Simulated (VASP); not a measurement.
# CuO (P4/nmm) in VASP: single point with LDA

Aim: the single point of CuO with LDA.

Everything below comes from runs of VASP 6.6.1. Logs are shortened: lines on timing, memory, paths and dates and some standing lists are left out, and cuts for length are marked.

## Step 1: The cell of the first run

It takes space group P4/nmm (No. 129, tetragonal). The conventional cell has a = 3.175 Å, b = 3.175 Å, c = 4.650 Å, α = 90.00°, β = 90.00°, γ = 90.00°. Within 2.7 Å of Cu (site symmetry -4m2) lie 4 O at 2.02 Å and 4 Cu at 2.25 Å. Within 2.7 Å of O (site symmetry 4mm) lie 4 Cu at 2.02 Å.

## Step 2: Single point, LDA, collinear spin

The input, INCAR:

```
PREC = Accurate
ENCUT = 600
EDIFF = 1E-6
ISMEAR = 0
SIGMA = 0.05
LREAL = False
LASPH = True
NELM = 200
ALGO = Normal
ISIF = 2
LWAVE = False
LCHARG = False
ISPIN = 2
MAGMOM = 1 1 0 0
LORBIT = 11
LMAXMIX = 4
GGA = CA
NBANDS = 29
GGA_COMPAT = False
```

The input, KPOINTS:

```
regular mesh
0
Gamma
  6 6 4
```

The input, POSCAR:

```
CuO
1.0
    3.1754955000      0.0000000000      0.0000000000
    0.0000000000      3.1754955000      0.0000000000
    0.0000000000      0.0000000000      4.6495318700
Cu O
2 2
Direct
    0.0000000000      0.0000000000      0.0000000000
    0.5000000000      0.5000000000      0.0000000000
    0.5000000000      0.0000000000      0.2670000000
    0.0000000000      0.5000000000      0.7330000000
```

Potentials or basis: VASP PAW LDA potentials, release 64 (Cu, O).

On the command line:

```sh
$ cat potpaw_LDA.64/Cu/POTCAR potpaw_LDA.64/O/POTCAR > POTCAR
$ mpirun -np 1 vasp_std > vasp.out
```

OUTCAR:

```text
PREC = Accurate
   ENCUT = 600
   EDIFF = 1E-6
   ISMEAR = 0
   LREAL = False
   LASPH = True
   NELM = 200
   ISIF = 2
   ISPIN = 2
   LORBIT = 11
   GGA = CA

 ion  position               nearest neighbor table
   1  0.000  0.000  0.000-   3 2.02   4 2.02   4 2.02   3 2.02   2 2.25   2 2.25   2 2.25   2 2.25

   2  0.500  0.500  0.000-   3 2.02   4 2.02   3 2.02   4 2.02   1 2.25   1 2.25   1 2.25   1 2.25

   3  0.500  0.000  0.267-   1 2.02   2 2.02   2 2.02   1 2.02
   4  0.000  0.500  0.733-   1 2.02   2 2.02   1 2.02   2 2.02

  LATTYP: Found a simple tetragonal cell.
 ALAT       =     3.1754955000
 C/A-ratio  =     1.4641909806

  Lattice vectors:

 A1 = (   3.1754955000,   0.0000000000,   0.0000000000)
 A2 = (   0.0000000000,   3.1754955000,   0.0000000000)
 A3 = (   0.0000000000,   0.0000000000,   4.6495318700)

Analysis of symmetry for initial positions (statically):
=====================================================================
 Subroutine PRICEL returns:
 Original cell was already a primitive cell.

 Routine SETGRP: Setting up the symmetry group for a
 simple tetragonal supercell.

 Subroutine GETGRP returns: Found 16 space group operations
 (whereof  8 operations were pure point group operations)
 out of a pool of 16 trial point group operations.

The static configuration has the point symmetry D_2d.
 The point group associated with its full space group is D_4h.

Analysis of symmetry for dynamics (positions and initial velocities):
=====================================================================
 Subroutine PRICEL returns:
 Original cell was already a primitive cell.

 Routine SETGRP: Setting up the symmetry group for a
 simple tetragonal supercell.

 Subroutine GETGRP returns: Found 16 space group operations
 (whereof  8 operations were pure point group operations)
 out of a pool of 16 trial point group operations.

The dynamic configuration has the point symmetry D_2d.
 The point group associated with its full space group is D_4h.

Analysis of structural, dynamic, and magnetic symmetry:
=====================================================================
 Subroutine PRICEL returns:
 Original cell was already a primitive cell.

 Routine SETGRP: Setting up the symmetry group for a
 simple tetragonal supercell.

 Subroutine GETGRP returns: Found 16 space group operations
 (whereof  8 operations were pure point group operations)
 out of a pool of 16 trial point group operations.

The overall configuration has the point symmetry D_2d.
 The point group associated with its full space group is D_4h.

 Subroutine INISYM returns: Found 16 space group operations
 (whereof  8 operations are pure point group operations),
 and found     1 'primitive' translations

----------------------------------------------------------------------------------------

                                     Primitive cell

  volume of cell :      46.8848

  direct lattice vectors                    reciprocal lattice vectors
     3.175495500  0.000000000  0.000000000     0.314911484  0.000000000  0.000000000
     0.000000000  3.175495500  0.000000000     0.000000000  0.314911484  0.000000000
     0.000000000  0.000000000  4.649531870     0.000000000  0.000000000  0.215075416

  length of vectors
     3.175495500  3.175495500  4.649531870     0.314911484  0.314911484  0.215075416

  position of ions in fractional coordinates (direct lattice)
     0.000000000  0.000000000  0.000000000
     0.500000000  0.500000000  0.000000000
     0.500000000  0.000000000  0.267000000
     0.000000000  0.500000000  0.733000000

  ion indices of the primitive-cell ions
   primitive index   ion index
                 1           1
                 2           2
                 3           3
                 4           4

----------------------------------------------------------------------------------------

 KPOINTS: regular mesh

Automatic generation of k-mesh.
 Grid dimensions read from file:
 generate k-points for:    6    6    4

 Generating k-lattice:

  Cartesian coordinates                     Fractional coordinates (reciprocal lattice)
     0.052485247  0.000000000  0.000000000     0.166666667  0.000000000  0.000000000
     0.000000000  0.052485247  0.000000000     0.000000000  0.166666667  0.000000000
     0.000000000  0.000000000  0.053768854     0.000000000  0.000000000  0.250000000

  Length of vectors
     0.052485247  0.052485247  0.053768854

  Shift w.r.t. Gamma in fractional coordinates (k-lattice)
     0.000000000  0.000000000  0.000000000

 Subroutine IBZKPT returns following result:
 ===========================================

 Found     30 irreducible k-points:

 Following reciprocal coordinates:
            Coordinates               Weight
  0.000000  0.000000  0.000000      1.000000
  0.166667  0.000000  0.000000      4.000000
  0.333333  0.000000  0.000000      4.000000
  0.500000  0.000000  0.000000      2.000000
  0.166667  0.166667  0.000000      4.000000
  0.333333  0.166667  0.000000      8.000000
[... 16 lines left out ...]
  0.333333  0.000000  0.500000      4.000000
  0.500000  0.000000  0.500000      2.000000
 [... further k-points ...]
   k-points           NKPTS =     30   k-points in BZ     NKDIM =     30   number of bands    NBANDS=     29
   number of dos      NEDOS =    301   number of ions     NIONS =      4
   total plane-waves  NPLWV =  31360
   dimension x,y,z NGX =    28 NGY =   28 NGZ =   40
   dimension x,y,z NGXF=    56 NGYF=   56 NGZF=   80
   ions per type =               2   2
   NGX,Y,Z   is equivalent  to a cutoff of  14.66, 14.66, 14.30 a.u.
   NGXF,Y,Z  is equivalent  to a cutoff of  29.32, 29.32, 28.60 a.u.
 SYSTEM =  unknown system
   PREC   = accura    normal or accurate (medium, high low for compatibility)
   ISTART =      0    job   : 0-new  1-cont  2-samecut
   ICHARG =      2    charge: 1-file 2-atom 10-const
   ISPIN  =      2    spin polarized calculation?
   LNONCOLLINEAR =      F non collinear calculations
   LSORBIT =      F    spin-orbit coupling
   LASPH  =      T    aspherical Exc in radial PAW
   ENCUT  =  600.0 eV  44.10 Ry    6.64 a.u.   6.34  6.34  9.29*2*pi/ulx,y,z
   NELM   =    200;   NELMIN=  2; NELMDL= -5     # of ELM steps
   EDIFF  = 0.1E-05   stopping-criterion for ELM
   LREAL  =      F    real-space projection
   EDIFFG = 0.1E-04   stopping-criterion for IOM
   NSW    =      0    number of steps for IOM
   IBRION =     -1    ionic relax: 0-MD 1-quasi-New 2-CG
   NFREE  =      0    steps in history (QN), initial steepest desc. (CG)
   ISIF   =      2    stress and relaxation
   ISYM   =      2    0-nonsym 1-usesym 2-fastsym
   POTIM  = 0.5000    time-step for ionic-motion
   TEBEG  =    0.0;   TEEND  =   0.0 temperature during run
   PSTRESS=    0.0 pullay stress
   NELECT =      34.0000    total number of electrons
   NUPDOWN=      -1.0000    fix difference up-down
   EMIN   =  10.00;   EMAX   =-10.00  energy-range for DOS
   EFERMI =   0.00;   METHOD = LEGACY
   ISMEAR =     0;   SIGMA  =   0.05  broadening in eV -4-tet -1-fermi 0-gaus
   EFERMI_NEDOS =   21; number of points for ismear=-14 and -15
   IALGO  =     38    algorithm
   IMIX   =      4    mixing-type and parameters
     AMIX     =   0.40;   BMIX     =  1.00
     AMIX_MAG =   1.60;   BMIX_MAG =  1.00
  volume/ion in A,a.u.               =      11.72        79.10
  Fermi-wavevector in a.u.,A,eV,Ry     =   1.470812  2.779431 29.433305  2.163287
  Thomas-Fermi vector in A             =   2.586023
   LORBIT       =     11    0 simple, 1 ext, 2 COOP (PROOUT), +10 PAW based schemes
   GGA     = CA    functional components
   LHFCALC =     F    Hartree Fock is set to
   AEXX    =    0.0000 exact exchange contribution
   IVDW    =     0    specifies the selected vdW correction
   LEPSILON=     F    determine dielectric tensor
   LRPA    =     F    only Hartree local field effects (RPA)
 spin polarized calculation
 Gauss-broadening in eV      SIGMA  =   0.05
  energy-cutoff  :      600.00
  volume of cell :       46.88
 maximum number of plane-waves:      1602
 NGX is ok and might be reduce to    28
   NGX = 13   NGY = 13   NGZ = 19

 number of electron      33.9999999 magnetization       1.9433351

 Free energy of the ion-electron system (eV)
  ---------------------------------------------------
  ext. energy  EPLUGINS =         0.00000000
  ---------------------------------------------------
  free energy    TOTEN  =       -19.67334637 eV

  energy without entropy =      -19.66814959  energy(sigma->0) =      -19.67074798

 E-fermi :   2.8320     XC(G=0): -11.3157

 val. band max:        2.8244795698   @ k =   0.1667   0.0000   0.0000
 cond. band min:       2.8365293467   @ k =   0.0000   0.0000   0.0000
 fundamental gap:      0.0120497769
 Fermi energy:         2.8319918793

 spin component 1

 k-point     1 :       0.0000    0.0000    0.0000
  band No.  band energies     occupation
      1     -15.7225      1.00000
      2     -14.8915      1.00000
      3      -3.8068      1.00000
      4      -2.8925      1.00000
      5      -2.4262      1.00000
      6      -2.4262      1.00000
[... 757 lines left out ...]
     28      21.6406      0.00000
     29      23.1433      0.00000

 [... further k-points ...]

 spin component 2

 k-point     1 :       0.0000    0.0000    0.0000
  band No.  band energies     occupation
      1     -15.0501      1.00000
      2     -14.1406      1.00000
      3      -3.4187      1.00000
      4      -2.4706      1.00000
      5      -1.8679      1.00000
      6      -1.8679      1.00000
[... 757 lines left out ...]
     28      21.7389      0.00000
     29      23.4039      0.00000

 [... further k-points ...]

------------------------ aborting loop because EDIFF is reached ----------------------------------------

  FORCE on cell =-STRESS in cart. coord.  units (eV):
  Direction    XX          YY          ZZ          XY          YZ          ZX
  --------------------------------------------------------------------------------------
  -------------------------------------------------------------------------------------
  Total        4.8371794      4.8371794     -4.7989991      0.0000000      0.0000000     -0.0000000
  in kB      165.2991224    165.2991224   -163.9943990      0.0000000      0.0000000     -0.0000000
  external PRESSURE =      55.5346153 kB  Pullay stress =       0.0000000 kB

 VOLUME and BASIS-vectors are now :
 -----------------------------------------------------------------------------
  energy-cutoff  :      600.00
  volume of cell :       46.88
      direct lattice vectors                 reciprocal lattice vectors
     3.175495500  0.000000000  0.000000000     0.314911484  0.000000000  0.000000000
     0.000000000  3.175495500  0.000000000     0.000000000  0.314911484  0.000000000
     0.000000000  0.000000000  4.649531870     0.000000000  0.000000000  0.215075416

 POSITION                                       TOTAL-FORCE (eV/Angst)
 -----------------------------------------------------------------------------------
      0.00000      0.00000      0.00000         0.000000      0.000000      0.000000
      1.58775      1.58775      0.00000         0.000000      0.000000      0.000000
      1.58775      0.00000      1.24143         0.000000      0.000000     -1.446262
      0.00000      1.58775      3.40811        -0.000000      0.000000      1.446262
 -----------------------------------------------------------------------------------
    total drift:                                0.000000      0.000000     -0.000000

  FREE ENERGIE OF THE ION-ELECTRON SYSTEM (eV)
  ---------------------------------------------------
  free  energy   TOTEN  =       -19.6733463718 eV

  energy  without entropy=      -19.6681495873  energy(sigma->0) =      -19.67074798

 total charge

# of ion       s       p       d       tot
------------------------------------------
    1        0.427   0.511   9.191  10.129
    2        0.427   0.511   9.191  10.129
    3        1.575   3.242   0.000   4.818
    4        1.575   3.242   0.000   4.818
--------------------------------------------------
tot          4.005   7.506  18.382  29.894

 magnetization (x)

# of ion       s       p       d       tot
------------------------------------------
    1       -0.014  -0.003   0.466   0.449
    2       -0.014  -0.003   0.466   0.449
    3        0.005   0.449   0.000   0.454
    4        0.005   0.449   0.000   0.454
--------------------------------------------------
tot         -0.017   0.892   0.932   1.807
```

Run time: 82 s. Hardware: 1 thread of AMD EPYC 7R13 (Zen 3), shared host; peak memory 0.18 GiB.

What came out:

| Property | Result |
| --- | --- |
| Free energy | -19.6733 eV |
| Pressure | 5.6 GPa |
| Largest force | 1.446 eV/Å |
| Net moment | 1.94 μB per cell |
| Site moments | Cu +0.45; O +0.45 μB |
| Valence electrons inside the program's atomic spheres | Cu 10.13; O 4.82 |

Forces in eV/Å, atoms in the order of the input:
```
Cu   0.000  0.000  0.000
Cu   0.000  0.000  0.000
O    0.000  0.000 -1.446
O    0.000  0.000  1.446
```

Caveat: the cell stands under pressure; semilocal functionals often make such compounds metallic where correlation or magnetic order opens a gap, which also shifts bond lengths; forces of over 1 eV/Å act on the atoms, so gaps and moduli don't describe the material at rest.
